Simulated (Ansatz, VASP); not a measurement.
## Two plane-wave programs on Ca

The input INCAR:

```
AGGAC = 1.0
AGGAX = 1.0
ALDAC = 0.0
ALDAX = 1.0
ALGO = Normal
EDIFF = 1E-6
EDIFFG = -0.01
ENCUT = 600
GGA = B5
IBRION = 2
ISIF = 3
ISMEAR = -1
LASPH = T
LCHARG = F
LREAL = F
LWAVE = F
NELM = 100
NSW = 80
PREC = Accurate
SIGMA = 0.1
```

File KPOINTS:

```
k-points
0
Gamma
  7 7 7
```

The input POSCAR:

```
Ca
1.0
    0.0000000000      3.8908582557      3.8908582557
    3.8908582557      0.0000000000      3.8908582557
    3.8908582557      3.8908582557      0.0000000000
Ca
2
Direct
    0.1250000000      0.1250000000      0.1250000000
    0.8750000000      0.8750000000      0.8750000000
```

Input for Ansatz:

```yaml
crystal:
  lattice:
    - [0.0, 3.8908582557, 3.8908582557]
    - [3.8908582557, 0.0, 3.8908582557]
    - [3.8908582557, 3.8908582557, 0.0]
  atoms:
    - { symbol: Ca, position: [0.125, 0.125, 0.125] }
    - { symbol: Ca, position: [0.875, 0.875, 0.875] }
hamiltonian:
  xc: blyp
  pseudopotentials:
    kind: paw
    azcp:
      Ca: "pseudopotentials/Ca.paw.azcp"
basis:
  ecutwfc: 420
  fft_grid_basis: typed
kpoints:
  mp_grid: { grid: [7, 7, 7], shift: [0, 0, 0] }
magnetization:
  spin_polarized: false
scf:
  occupations: { method: fermi_dirac, width: 0.1 }
relax:
  max_steps: 60
  f_tol: 0.01
  cell: {}
```

Alike in both runs: task relaxation of cell and atoms; functional BLYP; k mesh 7 × 7 × 7; occupations fermi-dirac, width 0.1 eV; no spin polarisation.

|  | VASP | Ansatz |
| --- | --- | --- |
| version | VASP 6.6.1 | Ansatz 0.2.0 |
| potentials or method | VASP PAW PBE potentials, release 64 (Ca_sv), cutoff 600 eV | plane waves (420 eV) with PAW, scalar-relativistic |
| valence electrons in the cell | 20 | 20 |

Ansatz gave:

| Property | Result |
| --- | --- |
| relaxed volume (Å³/atom) | 92.14 |
| relaxed cell length with the largest relative difference (Å) | 6.388 |

Task: What did VASP give for the same quantities?

Result: Relaxed volume (Å³/atom): 92.22; relaxed cell length with the largest relative difference (Å): 6.389.

VASP's potentials were made for PBE, not for BLYP.

Noted on VASP's run: the volume moved by over 15 % at a fixed basis, so the end points are rough.
